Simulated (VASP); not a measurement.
YN, 2 atoms in the cell. It takes space group Fm-3m (No. 225, cubic). Conventional cell: a = 4.886 Å, b = 4.886 Å, c = 4.886 Å, α = 90.00°, β = 90.00°, γ = 90.00°. Within 3.2 Å of Y (site symmetry m-3m) lie 6 N at 2.44 Å. N (site symmetry m-3m) has 6 Y at 2.44 Å within 3.2 Å. 

| Property | Result |
| --- | --- |
| Program | VASP 6.6.1 |
| Task | single point |
| Functional | PBE |
| Potentials or basis | VASP PAW PBE potentials, release 64 (Y_sv, N) |
| Cutoff | 600 eV |
| k mesh | 8 × 8 × 8 |
| Occupations | gaussian, width 0.01 eV |
| Spin | no spin polarisation |
| Dipole correction | no |
| Further INCAR settings | ALGO = Normal; EDIFF = 1e-06; NBANDS = 15 |

Potentials or basis: VASP PAW PBE potentials, release 64 (Y_sv, N).

The run is started by

```console
$ cat potpaw_PBE.64/Y_sv/POTCAR potpaw_PBE.64/N/POTCAR > POTCAR
$ mpirun -np 1 vasp_std > vasp.out
```

Hardware: 1 thread of Intel Xeon 8259CL, with other jobs on the host.

Problem. Estimate the wall time of this run.

Solution. Wall time 40 s on 1 thread of Intel Xeon 8259CL, with other jobs on the host, peak memory 0.18 GiB. Counts: scf iterations 13, k points 29.
